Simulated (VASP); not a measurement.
# EuN3H6 (Eu(NH2)3) in VASP: single point with PBE

Aim: the single point of EuN3H6 (Eu(NH2)3) with PBE.

All numbers are computed with VASP 6.6.1; they aren't measurements. Logs are shortened: lines on timing, memory, paths and dates and some standing lists are left out, and cuts for length are marked.

**1. The cell of the first run**

The cell holds a molecule in a box, 10 atoms: a = 13.970 Å, b = 14.700 Å, c = 9.640 Å, α = 90.00°, β = 90.00°, γ = 90.00°.

**2. Single point, PBE, collinear spin, ferromagnetic start**

File INCAR:

```
SYSTEM = EuH6N3
PREC = Accurate ; ENCUT = 520
EDIFF = 1E-6 ; ISMEAR = 0
SIGMA = 0.01 ; LREAL = .False.
LASPH = .True. ; NELM = 150
ALGO = Normal ; ISIF = 2
LWAVE = .False. ; LCHARG = .False.
ISPIN = 2 ; MAGMOM = 6 0 0 0 0 0 0 0 0 0
LORBIT = 11 ; LMAXMIX = 6
GGA = PE ; NBANDS = 34
```

File KPOINTS:

```
Automatic mesh
0
Gamma
  1 1 1
  0 0 0
```

File POSCAR:

```
EuH6N3
1.0
   13.9700000000      0.0000000000      0.0000000000
    0.0000000000     14.7000000000      0.0000000000
    0.0000000000      0.0000000000      9.6400000000
Eu N H
1 3 6
Direct
    0.4738468100      0.4996619000      0.5086244800
    0.6330164600      0.5004326500      0.5024232400
    0.3949205400      0.6305959200      0.5260394200
    0.3946385100      0.3696006800      0.4804263500
    0.6776249100      0.5554795900      0.5095404600
    0.6776356500      0.4457285700      0.4907956400
    0.4245118100      0.6941122400      0.5330529000
    0.3225347200      0.6412761900      0.5264149400
    0.3221188300      0.3600204100      0.4767188800
    0.4232619900      0.3061224500      0.4668049800
```

Potentials or basis: VASP PAW PBE potentials, release 64 (Eu, N, H).

Command:

```bash
$ cat potpaw_PBE.64/Eu/POTCAR potpaw_PBE.64/N/POTCAR potpaw_PBE.64/H/POTCAR > POTCAR
$ mpirun -np 1 vasp_gam > vasp.out
```

OUTCAR:

```text
SYSTEM = EuH6N3
   PREC = Accurate
   ENCUT = 520
   EDIFF = 1E-6
   ISMEAR = 0
   LREAL = .False.
   LASPH = .True.
   NELM = 150
   ISIF = 2
   ISPIN = 2
   LORBIT = 11
   GGA = PE

 ion  position               nearest neighbor table
   1  0.474  0.500  0.509-   2 2.22   3 2.22   4 2.23
   2  0.633  0.500  0.502-   6 1.02   5 1.02   1 2.22
   3  0.395  0.631  0.526-   7 1.02   8 1.02   1 2.22
   4  0.395  0.370  0.480-   9 1.02  10 1.02   1 2.23
   5  0.678  0.555  0.510-   2 1.02
   6  0.678  0.446  0.491-   2 1.02
   7  0.425  0.694  0.533-   3 1.02
   8  0.323  0.641  0.526-   3 1.02
   9  0.322  0.360  0.477-   4 1.02
  10  0.423  0.306  0.467-   4 1.02

  LATTYP: Found a simple orthorhombic cell.
 ALAT       =     9.6400000000
 B/A-ratio  =     1.4491701245
 C/A-ratio  =     1.5248962656

  Lattice vectors:

 A1 = (   0.0000000000,   0.0000000000,   9.6400000000)
 A2 = (  13.9700000000,   0.0000000000,   0.0000000000)
 A3 = (   0.0000000000,  14.7000000000,   0.0000000000)

Analysis of symmetry for initial positions (statically):
=====================================================================
 Subroutine PRICEL returns:
 Original cell was already a primitive cell.

 Routine SETGRP: Setting up the symmetry group for a
 simple orthorhombic supercell.

 Subroutine GETGRP returns: Found  1 space group operations
 (whereof  1 operations were pure point group operations)
 out of a pool of  8 trial point group operations.

The static configuration has the point symmetry C_1 .

Analysis of symmetry for dynamics (positions and initial velocities):
=====================================================================
 Subroutine PRICEL returns:
 Original cell was already a primitive cell.

 Routine SETGRP: Setting up the symmetry group for a
 simple orthorhombic supercell.

 Subroutine GETGRP returns: Found  1 space group operations
 (whereof  1 operations were pure point group operations)
 out of a pool of  8 trial point group operations.

The dynamic configuration has the point symmetry C_1 .

Analysis of structural, dynamic, and magnetic symmetry:
[... 147 lines left out ...]
  ---------------------------------------------------
  free energy    TOTEN  =       -58.95110102 eV

  energy without entropy =      -58.95110102  energy(sigma->0) =      -58.95110102

 E-fermi :  -4.2595     XC(G=0):  -0.9586

 val. band max:       -4.2966218061   @ k =   0.0000   0.0000   0.0000
 cond. band min:      -4.2224755766   @ k =   0.0000   0.0000   0.0000
 fundamental gap:      0.0741462295
 Fermi energy:        -4.2595493835

 spin component 1

 k-point     1 :       0.0000    0.0000    0.0000
  band No.  band energies     occupation
      1     -44.9374      1.00000
      2     -23.7485      1.00000
      3     -23.7423      1.00000
      4     -23.7230      1.00000
      5     -19.0597      1.00000
      6     -18.7567      1.00000
[... 23 lines left out ...]
     30       0.6855      0.00000
     31       0.6942      0.00000
 Fermi energy:        -4.2595493835

 spin component 2

 k-point     1 :       0.0000    0.0000    0.0000
  band No.  band energies     occupation
      1     -42.0739      1.00000
      2     -21.9504      1.00000
      3     -21.9406      1.00000
      4     -21.7323      1.00000
      5     -19.1928      1.00000
      6     -18.6770      1.00000
[... 23 lines left out ...]
     30       0.8098      0.00000
     31       0.8838      0.00000
 [bands above 31 left out]

------------------------ aborting loop because EDIFF is reached ----------------------------------------

  FORCE on cell =-STRESS in cart. coord.  units (eV):
  Direction    XX          YY          ZZ          XY          YZ          ZX
  --------------------------------------------------------------------------------------
  -------------------------------------------------------------------------------------
  Total        1.1641485      1.1685498     -0.1045855     -0.0094788      0.1514469     -0.0054110
  in kB        0.9421677      0.9457297     -0.0846431     -0.0076714      0.1225689     -0.0043792
  external PRESSURE =       0.6010848 kB  Pullay stress =       0.0000000 kB

 VOLUME and BASIS-vectors are now :
 -----------------------------------------------------------------------------
  energy-cutoff  :      520.00
  volume of cell :     1979.66
      direct lattice vectors                 reciprocal lattice vectors
    13.970000000  0.000000000  0.000000000     0.071581961  0.000000000  0.000000000
     0.000000000 14.700000000  0.000000000     0.000000000  0.068027211  0.000000000
     0.000000000  0.000000000  9.640000000     0.000000000  0.000000000  0.103734440

 POSITION                                       TOTAL-FORCE (eV/Angst)
 -----------------------------------------------------------------------------------
      6.61964      7.34503      4.90314        -0.008741      0.002513     -0.081914
      8.84324      7.35636      4.84336         0.317454     -0.012322      0.118735
      5.51704      9.26976      5.07102        -0.151245      0.241988      0.141825
      5.51310      5.43313      4.63131        -0.149070     -0.283628      0.091168
      9.46642      8.16555      4.91197         0.019736      0.027149     -0.040879
      9.46657      6.55221      4.73127         0.023398     -0.019018     -0.052009
      5.93043     10.20345      5.13863         0.007823      0.055672     -0.036830
      4.50581      9.42676      5.07464        -0.033646      0.012897     -0.043386
      4.50000      5.29230      4.59557        -0.037860      0.002736     -0.048171
      5.91297      4.50000      4.50000         0.012153     -0.027987     -0.048539
 -----------------------------------------------------------------------------------
    total drift:                                0.000252     -0.000288     -0.000073

  FREE ENERGIE OF THE ION-ELECTRON SYSTEM (eV)
  ---------------------------------------------------
  free  energy   TOTEN  =       -58.9511010243 eV

  energy  without entropy=      -58.9511010183  energy(sigma->0) =      -58.95110102

 total charge

# of ion       s       p       d       f       tot
--------------------------------------------------
    1        2.046   5.738   0.601   6.352  14.738
    2        1.239   2.626   0.000   0.000   3.864
    3        1.239   2.626   0.000   0.000   3.865
    4        1.239   2.625   0.000   0.000   3.864
    5        0.639   0.081   0.000   0.000   0.720
    6        0.639   0.081   0.000   0.000   0.720
    7        0.639   0.082   0.000   0.000   0.721
    8        0.639   0.081   0.000   0.000   0.721
    9        0.639   0.081   0.000   0.000   0.721
   10        0.639   0.081   0.000   0.000   0.720
--------------------------------------------------
tot          9.597  14.103   0.601   6.352  30.654

 magnetization (x)

# of ion       s       p       d       f       tot
--------------------------------------------------
    1       -0.008  -0.108   0.095   6.220   6.199
    2       -0.007  -0.091   0.000   0.000  -0.098
    3       -0.007  -0.092   0.000   0.000  -0.099
    4       -0.007  -0.093   0.000   0.000  -0.100
    5        0.002  -0.001   0.000   0.000   0.000
    6        0.002  -0.001   0.000   0.000   0.000
    7        0.002  -0.001   0.000   0.000   0.000
    8        0.002  -0.001   0.000   0.000   0.000
    9        0.002  -0.001   0.000   0.000   0.000
   10        0.002  -0.001   0.000   0.000   0.000
--------------------------------------------------
tot         -0.019  -0.393   0.095   6.220   5.903
```

OSZICAR:

```text
N       E                     dE             d eps       ncg     rms          rms(c)
DAV:   1     0.441013016929E+03    0.44101E+03   -0.10330E+04   144   0.859E+02
DAV:   2     0.143375979372E+03   -0.29764E+03   -0.28011E+03   212   0.185E+02
[... 13 lines left out ...]
DAV:  76    -0.589510672948E+02   -0.14660E-04   -0.59556E-07   136   0.911E-03    0.517E-03
DAV:  77    -0.589510829346E+02   -0.15640E-04   -0.15345E-06   152   0.745E-03    0.570E-03
DAV:  78    -0.589510897966E+02   -0.68620E-05   -0.10820E-07   152   0.449E-03    0.526E-03
DAV:  79    -0.589510969023E+02   -0.71057E-05   -0.13582E-07   120   0.438E-03    0.436E-03
DAV:  80    -0.589511015229E+02   -0.46206E-05   -0.12131E-07   120   0.446E-03    0.344E-03
DAV:  81    -0.589511010243E+02    0.49858E-06   -0.62192E-08   120   0.344E-03
   1 F= -.58951101E+02 E0= -.58951101E+02  d E =-.605917E-08  mag=     6.0000
```

stdout:

```text
POSCAR found type information on POSCAR EuN H
 POSCAR found :  3 types and      10 ions
 scaLAPACK will be used
 LDA part: xc-table for (Slater+PW92), standard interpolation
 POSCAR, INCAR and KPOINTS ok, starting setup
 FFT: planning ... GRIDC
 FFT: planning ... GRID_SOFT
 FFT: planning ... GRID
 WAVECAR not read
 entering main loop
```

Run time: 15 min. Hardware: 1 thread of Intel Xeon 6975P-C (Granite Rapids), shared host; peak memory 2.1 GiB.

What came out:

| Quantity | Value |
| --- | --- |
| Free energy | -58.9511 eV |
| Largest force | 0.339 eV/Å |
| Gap between the frontier levels | 0.07 eV |
| Net moment | 6.00 μB per cell |
| Site moments | Eu +6.20; N -0.10; H +0.00 μB |
| Valence electrons inside the program's atomic spheres | Eu 14.74; N 3.86, 3.87; H 0.72 |

Forces on the atoms (eV/Å):
```
Eu  -0.009  0.003 -0.082
N    0.317 -0.012  0.119
N   -0.151  0.242  0.142
N   -0.149 -0.284  0.091
H    0.020  0.027 -0.041
H    0.023 -0.019 -0.052
H    0.008  0.056 -0.037
H   -0.034  0.013 -0.043
H   -0.038  0.003 -0.048
H    0.012 -0.028 -0.049
```

Levels at points of the mesh, in eV from the valence-band top:
Spin up:
| k point | band 18 | band 19 | band 20 | band 21 | band 22 | band 23 | band 24 | band 25 | band 26 | band 27 |
| --- | --- | --- | --- | --- | --- | --- | --- | --- | --- | --- |
| (0.00, 0.00, 0.00) | -0.49 | -0.32 | -0.10 | -0.10 | 0.00 | 0.07 | 2.76 | 4.01 | 4.25 | 4.28 |
Spin down:
```tsv
k point	band 12	band 13	band 14	band 15	band 16	band 17	band 18	band 19	band 20	band 21
(0.00, 0.00, 0.00)	-2.50	-2.50	-0.88	-0.87	-0.64	2.93	3.69	4.14	4.19	4.21
```

Caveat: spin-orbit coupling is left out, which moves the levels of the heavy elements; without U or exact exchange the open f shell lies at the Fermi level, which spoils levels, moments and volumes. The state reached can hang on the start; a lower one may exist.
